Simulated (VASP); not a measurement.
# Cd4Se (P4/nbm) in VASP: single point with PBE

Aim: the single point of Cd4Se with PBE.

Program: VASP 6.6.1. These are calculated values, not measurements. Logs are shortened: lines on timing, memory, paths and dates and some standing lists are left out, and cuts for length are marked.

### Step 1. The cell of the first run

Symmetry: P4/nbm, No. 125, tetragonal system. The conventional cell has a = 6.145 Å, b = 6.145 Å, c = 6.595 Å, α = 90.00°, β = 90.00°, γ = 90.00°. Within 3.8 Å of Cd (site symmetry m) lie 8 Cd at 2.91 to 3.36 Å and 2 Se at 3.02 Å. Se (site symmetry 422) has 8 Cd at 3.02 Å within 4.0 Å.

### Step 2. Single point, PBE

INCAR

```
ALGO = Normal
EDIFF = 1E-6
ENCUT = 520
GGA = PE
ISIF = 2
ISMEAR = 0
LASPH = True
LCHARG = False
LREAL = False
LWAVE = False
NBANDS = 65
NELM = 60
PREC = Accurate
SIGMA = 0.2
```

KPOINTS

```
k-points
0
Gamma
  3 3 3
```

POSCAR

```
Cd4Se
1.0
    6.1454259877      0.0000000000      0.0000000000
    0.0000000000      6.1454259877      0.0000000000
    0.0000000000      0.0000000000      6.5947494868
Cd Se
8 2
Direct
    0.3324913263      0.8324913263      0.7013684581
    0.1675086737      0.3324913263      0.7013684581
    0.6675086737      0.1675086737      0.7013684581
    0.8324913263      0.6675086737      0.7013684581
    0.6675086737      0.8324913263      0.2986315419
    0.8324913263      0.3324913263      0.2986315419
    0.1675086737      0.6675086737      0.2986315419
    0.3324913263      0.1675086737      0.2986315419
    0.0000000000      0.0000000000      0.0000000000
    0.5000000000      0.5000000000      0.0000000000
```

Potentials or basis: VASP PAW PBE potentials, release 64 (Cd, Se).

The run is started by

```console
$ cat potpaw_PBE.64/Cd/POTCAR potpaw_PBE.64/Se/POTCAR > POTCAR
$ mpirun -np 1 vasp_std > vasp.out
```

OUTCAR:

```text
EDIFF = 1E-6
   ENCUT = 520
   GGA = PE
   ISIF = 2
   ISMEAR = 0
   LASPH = True
   LREAL = False
   NELM = 60
   PREC = Accurate

 ion  position               nearest neighbor table
   1  0.332  0.832  0.701-   3 2.91   7 3.02   9 3.02  10 3.02   4 3.24   2 3.24   2 3.24   4 3.24
                             5 3.36   8 3.36
   2  0.168  0.332  0.701-   4 2.91   8 3.02   9 3.02  10 3.02   1 3.24   3 3.24   1 3.24   3 3.24
                             7 3.36   6 3.36
   3  0.668  0.168  0.701-   1 2.91   6 3.02   9 3.02  10 3.02   4 3.24   2 3.24   4 3.24   2 3.24
                             5 3.36   8 3.36
   4  0.832  0.668  0.701-   2 2.91   5 3.02   9 3.02  10 3.02   3 3.24   1 3.24   3 3.24   1 3.24
                             6 3.36   7 3.36
   5  0.668  0.832  0.299-   8 2.91   4 3.02   9 3.02  10 3.02   7 3.24   6 3.24   6 3.24   7 3.24
                             1 3.36   3 3.36
   6  0.832  0.332  0.299-   7 2.91   3 3.02   9 3.02  10 3.02   5 3.24   8 3.24   5 3.24   8 3.24
                             4 3.36   2 3.36
   7  0.168  0.668  0.299-   6 2.91   1 3.02   9 3.02  10 3.02   5 3.24   8 3.24   8 3.24   5 3.24
                             4 3.36   2 3.36
   8  0.332  0.168  0.299-   5 2.91   2 3.02   9 3.02  10 3.02   6 3.24   7 3.24   7 3.24   6 3.24
                             3 3.36   1 3.36
   9  0.000  0.000  0.000-   1 3.02   2 3.02   3 3.02   4 3.02   5 3.02   6 3.02   7 3.02   8 3.02

  10  0.500  0.500  0.000-   1 3.02   2 3.02   3 3.02   4 3.02   5 3.02   6 3.02   7 3.02   8 3.02

  LATTYP: Found a simple tetragonal cell.
 ALAT       =     6.1454259877
 C/A-ratio  =     1.0731151103

  Lattice vectors:

 A1 = (   6.1454259877,   0.0000000000,   0.0000000000)
 A2 = (   0.0000000000,   6.1454259877,   0.0000000000)
 A3 = (   0.0000000000,   0.0000000000,   6.5947494868)

Analysis of symmetry for initial positions (statically):
=====================================================================
 Subroutine PRICEL returns:
 Original cell was already a primitive cell.

 Routine SETGRP: Setting up the symmetry group for a
 simple tetragonal supercell.

 Subroutine GETGRP returns: Found 16 space group operations
 (whereof  8 operations were pure point group operations)
 out of a pool of 16 trial point group operations.

The static configuration has the point symmetry D_4 .
 The point group associated with its full space group is D_4h.

Analysis of symmetry for dynamics (positions and initial velocities):
=====================================================================
 Subroutine PRICEL returns:
 Original cell was already a primitive cell.

 Routine SETGRP: Setting up the symmetry group for a
 simple tetragonal supercell.

 Subroutine GETGRP returns: Found 16 space group operations
 (whereof  8 operations were pure point group operations)
 out of a pool of 16 trial point group operations.

The dynamic configuration has the point symmetry D_4 .
 The point group associated with its full space group is D_4h.

 Subroutine INISYM returns: Found 16 space group operations
 (whereof  8 operations are pure point group operations),
 and found     1 'primitive' translations

----------------------------------------------------------------------------------------

                                     Primitive cell

  volume of cell :     249.0590

  direct lattice vectors                    reciprocal lattice vectors
     6.145425988  0.000000000  0.000000000     0.162722650  0.000000000  0.000000000
     0.000000000  6.145425988  0.000000000     0.000000000  0.162722650  0.000000000
     0.000000000  0.000000000  6.594749487     0.000000000  0.000000000  0.151635783

  length of vectors
     6.145425988  6.145425988  6.594749487     0.162722650  0.162722650  0.151635783

  position of ions in fractional coordinates (direct lattice)
     0.332491326  0.832491326  0.701368458
     0.167508674  0.332491326  0.701368458
     0.667508674  0.167508674  0.701368458
     0.832491326  0.667508674  0.701368458
     0.667508674  0.832491326  0.298631542
     0.832491326  0.332491326  0.298631542
     0.167508674  0.667508674  0.298631542
     0.332491326  0.167508674  0.298631542
     0.000000000  0.000000000  0.000000000
     0.500000000  0.500000000  0.000000000

  ion indices of the primitive-cell ions
   primitive index   ion index
                 1           1
                 2           2
                 3           3
                 4           4
                 5           5
                 6           6
                 7           7
                 8           8
                 9           9
                10          10

----------------------------------------------------------------------------------------

 KPOINTS: k-points

Automatic generation of k-mesh.
 Grid dimensions read from file:
 generate k-points for:    3    3    3

 Generating k-lattice:

  Cartesian coordinates                     Fractional coordinates (reciprocal lattice)
     0.054240883  0.000000000  0.000000000     0.333333333  0.000000000  0.000000000
     0.000000000  0.054240883  0.000000000     0.000000000  0.333333333  0.000000000
     0.000000000  0.000000000  0.050545261     0.000000000  0.000000000  0.333333333

  Length of vectors
     0.054240883  0.054240883  0.050545261

  Shift w.r.t. Gamma in fractional coordinates (k-lattice)
     0.000000000  0.000000000  0.000000000

 Subroutine IBZKPT returns following result:
 ===========================================

 Found      6 irreducible k-points:

 Following reciprocal coordinates:
            Coordinates               Weight
  0.000000  0.000000  0.000000      1.000000
  0.333333  0.000000  0.000000      4.000000
  0.333333  0.333333  0.000000      4.000000
  0.000000  0.000000  0.333333      2.000000
  0.333333  0.000000  0.333333      8.000000
  0.333333  0.333333  0.333333      8.000000
   k-points           NKPTS =      6   k-points in BZ     NKDIM =      6   number of bands    NBANDS=     65
   number of dos      NEDOS =    301   number of ions     NIONS =     10
   total plane-waves  NPLWV = 115200
   dimension x,y,z NGX =    48 NGY =   48 NGZ =   50
   dimension x,y,z NGXF=    96 NGYF=   96 NGZF=  100
   ions per type =               8   2
   NGX,Y,Z   is equivalent  to a cutoff of  12.98, 12.98, 12.60 a.u.
   NGXF,Y,Z  is equivalent  to a cutoff of  25.97, 25.97, 25.21 a.u.
 SYSTEM =  unknown system
   PREC   = accura    normal or accurate (medium, high low for compatibility)
   ISTART =      0    job   : 0-new  1-cont  2-samecut
   ICHARG =      2    charge: 1-file 2-atom 10-const
   ISPIN  =      1    spin polarized calculation?
   LNONCOLLINEAR =      F non collinear calculations
   LSORBIT =      F    spin-orbit coupling
   LASPH  =      T    aspherical Exc in radial PAW
   ENCUT  =  520.0 eV  38.22 Ry    6.18 a.u.  11.43 11.43 12.26*2*pi/ulx,y,z
   NELM   =     60;   NELMIN=  2; NELMDL= -5     # of ELM steps
   EDIFF  = 0.1E-05   stopping-criterion for ELM
   LREAL  =      F    real-space projection
   EDIFFG = 0.1E-04   stopping-criterion for IOM
   NSW    =      0    number of steps for IOM
   IBRION =     -1    ionic relax: 0-MD 1-quasi-New 2-CG
   NFREE  =      0    steps in history (QN), initial steepest desc. (CG)
   ISIF   =      2    stress and relaxation
   ISYM   =      2    0-nonsym 1-usesym 2-fastsym
   POTIM  = 0.5000    time-step for ionic-motion
   TEBEG  =    0.0;   TEEND  =   0.0 temperature during run
   PSTRESS=    0.0 pullay stress
   NELECT =     108.0000    total number of electrons
   NUPDOWN=      -1.0000    fix difference up-down
   EMIN   =  10.00;   EMAX   =-10.00  energy-range for DOS
   EFERMI =   0.00;   METHOD = LEGACY
   ISMEAR =     0;   SIGMA  =   0.20  broadening in eV -4-tet -1-fermi 0-gaus
   EFERMI_NEDOS =   21; number of points for ismear=-14 and -15
   IALGO  =     38    algorithm
   IMIX   =      4    mixing-type and parameters
     AMIX     =   0.40;   BMIX     =  1.00
     AMIX_MAG =   1.60;   BMIX_MAG =  1.00
  volume/ion in A,a.u.               =      24.91       168.07
  Fermi-wavevector in a.u.,A,eV,Ry     =   1.239126  2.341608 20.890823  1.535432
  Thomas-Fermi vector in A             =   2.373622
   LORBIT       =      0    0 simple, 1 ext, 2 COOP (PROOUT), +10 PAW based schemes
   GGA     = PE    functional components
   LHFCALC =     F    Hartree Fock is set to
   AEXX    =    0.0000 exact exchange contribution
   IVDW    =     0    specifies the selected vdW correction
   LEPSILON=     F    determine dielectric tensor
   LRPA    =     F    only Hartree local field effects (RPA)
 non-spin polarized calculation
 Gauss-broadening in eV      SIGMA  =   0.20
  energy-cutoff  :      520.00
  volume of cell :      249.06
 maximum number of plane-waves:      6726
 NGX is ok and might be reduce to    48
   NGX = 23   NGY = 23   NGZ = 25

 number of electron     107.9999981 magnetization

 Free energy of the ion-electron system (eV)
  ---------------------------------------------------
  ext. energy  EPLUGINS =         0.00000000
  ---------------------------------------------------
  free energy    TOTEN  =       -13.83362631 eV

  energy without entropy =      -13.75910620  energy(sigma->0) =      -13.79636625

 E-fermi :   2.2622     XC(G=0): -10.0479

 val. band max:        2.2256365782   @ k =   0.0000   0.0000   0.0000
 cond. band min:       2.3130136260   @ k =   0.3333   0.3333   0.3333
 fundamental gap:      0.0873770479
 Fermi energy:         2.2621864901

 k-point     1 :       0.0000    0.0000    0.0000
  band No.  band energies     occupation
      1     -10.9468      2.00000
      2     -10.6622      2.00000
      3      -6.9798      2.00000
      4      -6.8545      2.00000
      5      -6.8242      2.00000
      6      -6.7721      2.00000
[... 57 lines left out ...]
     64       6.4286      0.00000
     65       6.4286      0.00000

 k-point     2 :       0.3333    0.0000    0.0000
  band No.  band energies     occupation
      1     -10.8707      2.00000
      2     -10.7283      2.00000
      3      -6.9699      2.00000
      4      -6.9383      2.00000
      5      -6.8722      2.00000
      6      -6.8683      2.00000
[... 329 lines left out ...]
     64       6.9278      0.00000
     65       7.1926      0.00000

------------------------ aborting loop because EDIFF is reached ----------------------------------------

  FORCE on cell =-STRESS in cart. coord.  units (eV):
  Direction    XX          YY          ZZ          XY          YZ          ZX
  --------------------------------------------------------------------------------------
  -------------------------------------------------------------------------------------
  Total       -0.4376763     -0.4376763      0.3181554      0.0000000      0.0000000      0.0000000
  in kB       -2.8155373     -2.8155373      2.0466691      0.0000000      0.0000000      0.0000000
  external PRESSURE =      -1.1948018 kB  Pullay stress =       0.0000000 kB

 VOLUME and BASIS-vectors are now :
 -----------------------------------------------------------------------------
  energy-cutoff  :      520.00
  volume of cell :      249.06
      direct lattice vectors                 reciprocal lattice vectors
     6.145425988  0.000000000  0.000000000     0.162722650  0.000000000  0.000000000
     0.000000000  6.145425988  0.000000000     0.000000000  0.162722650  0.000000000
     0.000000000  0.000000000  6.594749487     0.000000000  0.000000000  0.151635783

 POSITION                                       TOTAL-FORCE (eV/Angst)
 -----------------------------------------------------------------------------------
      2.04330      5.11601      4.62535        -0.071898     -0.071898      0.029987
      1.02941      2.04330      4.62535         0.071898     -0.071898      0.029987
      4.10213      1.02941      4.62535         0.071898      0.071898      0.029987
      5.11601      4.10213      4.62535        -0.071898      0.071898      0.029987
      4.10213      5.11601      1.96940         0.071898     -0.071898     -0.029987
      5.11601      2.04330      1.96940        -0.071898     -0.071898     -0.029987
      1.02941      4.10213      1.96940         0.071898      0.071898     -0.029987
      2.04330      1.02941      1.96940        -0.071898      0.071898     -0.029987
      0.00000      0.00000      0.00000        -0.000000      0.000000      0.000000
      3.07271      3.07271      0.00000         0.000000      0.000000      0.000000
 -----------------------------------------------------------------------------------
    total drift:                                0.000000     -0.000000     -0.000000

  FREE ENERGIE OF THE ION-ELECTRON SYSTEM (eV)
  ---------------------------------------------------
  free  energy   TOTEN  =       -13.8336263076 eV

  energy  without entropy=      -13.7591061962  energy(sigma->0) =      -13.79636625
```

It took 67 s on 1 thread of Intel Xeon Platinum 8488C (Sapphire Rapids), shared host; peak memory 0.35 GiB.

What came out:

```yaml
Free_energy: -13.8336 eV
Pressure: -0.1 GPa
Largest_force: 0.106 eV/Å
Band_gap_on_the_k_mesh: zero (band 54 reaches 2.33 eV, above the bottom of band 55 at 1.93 eV)
```

Forces on the atoms (eV/Å):
```
Cd  -0.072 -0.072  0.030
Cd   0.072 -0.072  0.030
Cd   0.072  0.072  0.030
Cd  -0.072  0.072  0.030
Cd   0.072 -0.072 -0.030
Cd  -0.072 -0.072 -0.030
Cd   0.072  0.072 -0.030
Cd  -0.072  0.072 -0.030
Se   0.000  0.000  0.000
Se   0.000  0.000  0.000
```

Stress tensor (GPa, compression positive):
```
-0.28  0.00  0.00
 0.00 -0.28  0.00
 0.00  0.00  0.20
```
